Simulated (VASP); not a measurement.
# K3Te2 (R-3c) in VASP: single point with PBE

Aim: the single point of K3Te2 with PBE.

Program: VASP 6.6.1. These are calculated values, not measurements. Logs are shortened: lines on timing, memory, paths and dates and some standing lists are left out, and cuts for length are marked.

### 1 The cell of the first run

It takes space group R-3c (No. 167, trigonal). Conventional cell: a = 9.812 Å, b = 9.812 Å, c = 15.068 Å, α = 90.00°, β = 90.00°, γ = 120.00°. Within 4.7 Å of K (site symmetry 2) lie 6 Te at 3.47 to 4.60 Å and 6 K at 3.93 to 4.25 Å. Te (site symmetry 3) has 9 K at 3.47 to 4.60 Å and 2 Te at 3.63 to 3.90 Å within 4.7 Å.

### 2 Single point, PBE

The input, INCAR:

```
SYSTEM = K3Te2
ALGO = Normal
EDIFF = 1E-6
ENCUT = 500
GGA = PE
GGA_COMPAT = .False.
ISIF = 2
ISMEAR = 0
LASPH = .True.
LCHARG = .False.
LREAL = .False.
LWAVE = .False.
NBANDS = 50
NELM = 120
PREC = Accurate
SIGMA = 0.1
```

The input, KPOINTS:

```
k-points
0
Gamma
  6 6 6
  0 0 0
```

The input, POSCAR:

```
K3Te2
1.0
    4.9061031792      2.8325399912      5.0226968596
   -4.9061031792      2.8325399912      5.0226968596
    0.0000000000     -5.6650799824      5.0226968596
K Te
6 4
Direct
    0.0533127747      0.4466872253      0.7500000000
    0.7500000000      0.0533127747      0.4466872253
    0.4466872253      0.7500000000      0.0533127747
    0.9466872253      0.5533127747      0.2500000000
    0.2500000000      0.9466872253      0.5533127747
    0.5533127747      0.2500000000      0.9466872253
    0.8794124830      0.8794124830      0.8794124830
    0.6205875170      0.6205875170      0.6205875170
    0.1205875170      0.1205875170      0.1205875170
    0.3794124830      0.3794124830      0.3794124830
```

Potentials or basis: VASP PAW PBE potentials, release 64 (K_sv, Te).

Command:

```bash
> cat potpaw_PBE.64/K_sv/POTCAR potpaw_PBE.64/Te/POTCAR > POTCAR
> mpirun -np 1 vasp_std > vasp.out
```

OUTCAR:

```text
SYSTEM = K3Te2
   EDIFF = 1E-6
   ENCUT = 500
   GGA = PE
   ISIF = 2
   ISMEAR = 0
   LASPH = .True.
   LREAL = .False.
   NELM = 120
   PREC = Accurate

 ion  position               nearest neighbor table
   1  0.053  0.447  0.750-   9 3.47  10 3.47   7 3.56   8 3.56
   2  0.750  0.053  0.447-  10 3.47   9 3.47   8 3.56   7 3.56
   3  0.447  0.750  0.053-   9 3.47  10 3.47   7 3.56   8 3.56
   4  0.947  0.553  0.250-   7 3.47   8 3.47   9 3.56  10 3.56
   5  0.250  0.947  0.553-   8 3.47   7 3.47  10 3.56   9 3.56
   6  0.553  0.250  0.947-   7 3.47   8 3.47   9 3.56  10 3.56
   7  0.879  0.879  0.879-   6 3.47   4 3.47   5 3.47   1 3.56   3 3.56   2 3.56   9 3.63
   8  0.621  0.621  0.621-   5 3.47   4 3.47   6 3.47   1 3.56   2 3.56   3 3.56  10 3.63
   9  0.121  0.121  0.121-   3 3.47   1 3.47   2 3.47   4 3.56   6 3.56   5 3.56   7 3.63
  10  0.379  0.379  0.379-   2 3.47   1 3.47   3 3.47   4 3.56   5 3.56   6 3.56   8 3.63

  LATTYP: Found a trigonal (rhomboedric) cell.
 ALAT       =     7.5710379044
 COS(alpha) =     0.1601678235

  Lattice vectors:

 A1 = (   4.9061031792,   2.8325399912,   5.0226968596)
 A2 = (  -4.9061031792,   2.8325399912,   5.0226968596)
 A3 = (   0.0000000000,  -5.6650799824,   5.0226968596)

Analysis of symmetry for initial positions (statically):
=====================================================================
 Subroutine PRICEL returns:
 Original cell was already a primitive cell.

 Routine SETGRP: Setting up the symmetry group for a
 trigonal (rhombohedral) supercell.

 Subroutine GETGRP returns: Found 12 space group operations
 (whereof  6 operations were pure point group operations)
 out of a pool of 12 trial point group operations.

The static configuration has the point symmetry S_6 .
 The point group associated with its full space group is D_3d.

Analysis of symmetry for dynamics (positions and initial velocities):
=====================================================================
 Subroutine PRICEL returns:
 Original cell was already a primitive cell.

 Routine SETGRP: Setting up the symmetry group for a
 trigonal (rhombohedral) supercell.

 Subroutine GETGRP returns: Found 12 space group operations
 (whereof  6 operations were pure point group operations)
 out of a pool of 12 trial point group operations.

The dynamic configuration has the point symmetry S_6 .
 The point group associated with its full space group is D_3d.

 Subroutine INISYM returns: Found 12 space group operations
 (whereof  6 operations are pure point group operations),
 and found     1 'primitive' translations

----------------------------------------------------------------------------------------

                                     Primitive cell

  volume of cell :     418.7945

  direct lattice vectors                    reciprocal lattice vectors
     4.906103179  2.832539991  5.022696860     0.101913878  0.058840005  0.066365409
    -4.906103179  2.832539991  5.022696860    -0.101913878  0.058840005  0.066365409
     0.000000000 -5.665079982  5.022696860     0.000000000 -0.117680010  0.066365409

  length of vectors
     7.571037904  7.571037904  7.571037904     0.135103487  0.135103487  0.135103487

  position of ions in fractional coordinates (direct lattice)
     0.053312775  0.446687225  0.750000000
     0.750000000  0.053312775  0.446687225
     0.446687225  0.750000000  0.053312775
     0.946687225  0.553312775  0.250000000
     0.250000000  0.946687225  0.553312775
     0.553312775  0.250000000  0.946687225
     0.879412483  0.879412483  0.879412483
     0.620587517  0.620587517  0.620587517
     0.120587517  0.120587517  0.120587517
     0.379412483  0.379412483  0.379412483

  ion indices of the primitive-cell ions
   primitive index   ion index
                 1           1
                 2           2
                 3           3
                 4           4
                 5           5
                 6           6
                 7           7
                 8           8
                 9           9
                10          10

----------------------------------------------------------------------------------------

 KPOINTS: k-points

Automatic generation of k-mesh.
 Grid dimensions read from file:
 generate k-points for:    6    6    6

 Generating k-lattice:

  Cartesian coordinates                     Fractional coordinates (reciprocal lattice)
     0.016985646  0.009806667  0.011060902     0.166666667  0.000000000 -0.000000000
    -0.016985646  0.009806667  0.011060902     0.000000000  0.166666667 -0.000000000
     0.000000000 -0.019613335  0.011060902    -0.000000000 -0.000000000  0.166666667

  Length of vectors
     0.022517248  0.022517248  0.022517248

  Shift w.r.t. Gamma in fractional coordinates (k-lattice)
     0.000000000  0.000000000  0.000000000

 Subroutine IBZKPT returns following result:
 ===========================================

 Found     32 irreducible k-points:

 Following reciprocal coordinates:
            Coordinates               Weight
  0.000000  0.000000  0.000000      1.000000
  0.166667  0.000000 -0.000000      6.000000
  0.333333  0.000000  0.000000      6.000000
  0.500000  0.000000  0.000000      3.000000
  0.166667  0.166667  0.000000      6.000000
  0.333333  0.166667  0.000000     12.000000
[... 16 lines left out ...]
  0.500000  0.500000  0.166667      6.000000
 -0.333333  0.500000  0.166667     12.000000
 [... further k-points ...]
   k-points           NKPTS =     32   k-points in BZ     NKDIM =     32   number of bands    NBANDS=     50
   number of dos      NEDOS =    301   number of ions     NIONS =     10
   total plane-waves  NPLWV = 175616
   dimension x,y,z NGX =    56 NGY =   56 NGZ =   56
   dimension x,y,z NGXF=   112 NGYF=  112 NGZF=  112
   ions per type =               6   4
   NGX,Y,Z   is equivalent  to a cutoff of  12.30, 12.30, 12.30 a.u.
   NGXF,Y,Z  is equivalent  to a cutoff of  24.59, 24.59, 24.59 a.u.
 SYSTEM =  K3Te2
   PREC   = accura    normal or accurate (medium, high low for compatibility)
   ISTART =      0    job   : 0-new  1-cont  2-samecut
   ICHARG =      2    charge: 1-file 2-atom 10-const
   ISPIN  =      1    spin polarized calculation?
   LNONCOLLINEAR =      F non collinear calculations
   LSORBIT =      F    spin-orbit coupling
   LASPH  =      T    aspherical Exc in radial PAW
   ENCUT  =  500.0 eV  36.75 Ry    6.06 a.u.  13.80 13.80 13.80*2*pi/ulx,y,z
   NELM   =    120;   NELMIN=  2; NELMDL= -5     # of ELM steps
   EDIFF  = 0.1E-05   stopping-criterion for ELM
   LREAL  =      F    real-space projection
   EDIFFG = 0.1E-04   stopping-criterion for IOM
   NSW    =      0    number of steps for IOM
   IBRION =     -1    ionic relax: 0-MD 1-quasi-New 2-CG
   NFREE  =      0    steps in history (QN), initial steepest desc. (CG)
   ISIF   =      2    stress and relaxation
   ISYM   =      2    0-nonsym 1-usesym 2-fastsym
   POTIM  = 0.5000    time-step for ionic-motion
   TEBEG  =    0.0;   TEEND  =   0.0 temperature during run
   PSTRESS=    0.0 pullay stress
   NELECT =      78.0000    total number of electrons
   NUPDOWN=      -1.0000    fix difference up-down
   EMIN   =  10.00;   EMAX   =-10.00  energy-range for DOS
   EFERMI =   0.00;   METHOD = LEGACY
   ISMEAR =     0;   SIGMA  =   0.10  broadening in eV -4-tet -1-fermi 0-gaus
   EFERMI_NEDOS =   21; number of points for ismear=-14 and -15
   IALGO  =     38    algorithm
   IMIX   =      4    mixing-type and parameters
     AMIX     =   0.40;   BMIX     =  1.00
     AMIX_MAG =   1.60;   BMIX_MAG =  1.00
  volume/ion in A,a.u.               =      41.88       282.62
  Fermi-wavevector in a.u.,A,eV,Ry     =   0.934916  1.766736 11.892423  0.874068
  Thomas-Fermi vector in A             =   2.061770
   LORBIT       =      0    0 simple, 1 ext, 2 COOP (PROOUT), +10 PAW based schemes
   GGA     = PE    functional components
   LHFCALC =     F    Hartree Fock is set to
   AEXX    =    0.0000 exact exchange contribution
   IVDW    =     0    specifies the selected vdW correction
   LEPSILON=     F    determine dielectric tensor
   LRPA    =     F    only Hartree local field effects (RPA)
 non-spin polarized calculation
 Gauss-broadening in eV      SIGMA  =   0.10
  energy-cutoff  :      500.00
  volume of cell :      418.79
 maximum number of plane-waves:     10659
   NGX = 27   NGY = 27   NGZ = 27

 number of electron      77.9999987 magnetization

 Free energy of the ion-electron system (eV)
  ---------------------------------------------------
  ext. energy  EPLUGINS =         0.00000000
  ---------------------------------------------------
  free energy    TOTEN  =       -27.43113477 eV

  energy without entropy =      -27.41369116  energy(sigma->0) =      -27.42241297

 E-fermi :   1.8265     XC(G=0):  -7.3235

 val. band max:        1.8204815652   @ k =   0.5000   0.0000   0.0000
 cond. band min:       1.8336588352   @ k =  -0.1667   0.5000   0.1667
 fundamental gap:      0.0131772700
 Fermi energy:         1.8264502433

 k-point     1 :       0.0000    0.0000    0.0000
  band No.  band energies     occupation
      1     -29.1818      2.00000
      2     -29.1733      2.00000
      3     -29.1733      2.00000
      4     -29.1647      2.00000
      5     -29.1647      2.00000
      6     -29.1578      2.00000
[... 42 lines left out ...]
     49       5.6564      0.00000
     50       5.6564      0.00000

 k-point     2 :       0.1667    0.0000   -0.0000
  band No.  band energies     occupation
      1     -29.1812      2.00000
      2     -29.1738      2.00000
      3     -29.1728      2.00000
      4     -29.1652      2.00000
      5     -29.1643      2.00000
      6     -29.1584      2.00000
[... 42 lines left out ...]
     49       5.7627      0.00000
     50       6.0515      0.00000

 k-point     3 :       0.3333    0.0000    0.0000
  band No.  band energies     occupation
      1     -29.1794      2.00000
      2     -29.1752      2.00000
      3     -29.1712      2.00000
      4     -29.1668      2.00000
      5     -29.1632      2.00000
      6     -29.1598      2.00000
[... 1102 lines left out ...]
     49       5.7944      0.00000
     50       5.7961      0.00000

 k-point    24 :      -0.3333    0.5000    0.1667
  band No.  band energies     occupation
      1     -29.1756      2.00000
      2     -29.1739      2.00000
      3     -29.1701      2.00000
      4     -29.1683      2.00000
      5     -29.1648      2.00000
      6     -29.1631      2.00000
[... 42 lines left out ...]
     49       5.5992      0.00000
     50       5.6656      0.00000

 [... further k-points ...]
[... 5 lines left out ...]
  --------------------------------------------------------------------------------------
  -------------------------------------------------------------------------------------
  Total        0.1470669      0.1470669      0.0770861      0.0000000      0.0000000     -0.0000000
  in kB        0.5626321      0.5626321      0.2949073      0.0000000      0.0000000     -0.0000000
  external PRESSURE =       0.4733905 kB  Pullay stress =       0.0000000 kB

 VOLUME and BASIS-vectors are now :
 -----------------------------------------------------------------------------
  energy-cutoff  :      500.00
  volume of cell :      418.79
      direct lattice vectors                 reciprocal lattice vectors
     4.906103179  2.832539991  5.022696860     0.101913878  0.058840005  0.066365409
    -4.906103179  2.832539991  5.022696860    -0.101913878  0.058840005  0.066365409
     0.000000000 -5.665079982  5.022696860     0.000000000 -0.117680010  0.066365409

 POSITION                                       TOTAL-FORCE (eV/Angst)
 -----------------------------------------------------------------------------------
     -1.92994     -2.83254      6.27837        -0.002298     -0.000000      0.000000
      3.41802     -0.25510      6.27837         0.001149     -0.001990      0.000000
     -1.48808      3.08764      6.27837         0.001149      0.001990      0.000000
      1.92994      2.83254      8.78972         0.002298     -0.000000      0.000000
     -3.41802      0.25510      8.78972        -0.001149      0.001990      0.000000
      1.48808     -3.08764      8.78972        -0.001149     -0.001990      0.000000
      0.00000      0.00000     13.25107         0.000000      0.000000      0.003495
      0.00000      0.00000      9.35107         0.000000     -0.000000     -0.003495
      0.00000      0.00000      1.81702         0.000000     -0.000000     -0.003495
      0.00000      0.00000      5.71702         0.000000      0.000000      0.003495
 -----------------------------------------------------------------------------------
    total drift:                               -0.000000     -0.000000      0.000000

  FREE ENERGIE OF THE ION-ELECTRON SYSTEM (eV)
  ---------------------------------------------------
  free  energy   TOTEN  =       -27.4311347703 eV

  energy  without entropy=      -27.4136911630  energy(sigma->0) =      -27.42241297
```

Run time: 7.5 min. Hardware: 1 thread of Intel Xeon Platinum 8488C (Sapphire Rapids), shared host; peak memory 0.72 GiB.

Results:

* Free energy: -27.4311 eV
* Pressure: 0.0 GPa
* Largest force: 0.003 eV/Å
* Band gap on the k mesh: zero (bands 39 and 40 overlap by 0.08 eV)

Forces on the atoms (eV/Å):
```
K   -0.002  0.000  0.000
K    0.001 -0.002  0.000
K    0.001  0.002  0.000
K    0.002  0.000  0.000
K   -0.001  0.002  0.000
K   -0.001 -0.002  0.000
Te   0.000  0.000  0.003
Te   0.000  0.000 -0.003
Te   0.000  0.000 -0.003
Te   0.000  0.000  0.003
```

Caveat: spin-orbit coupling is left out, which moves the levels of the heavy elements.
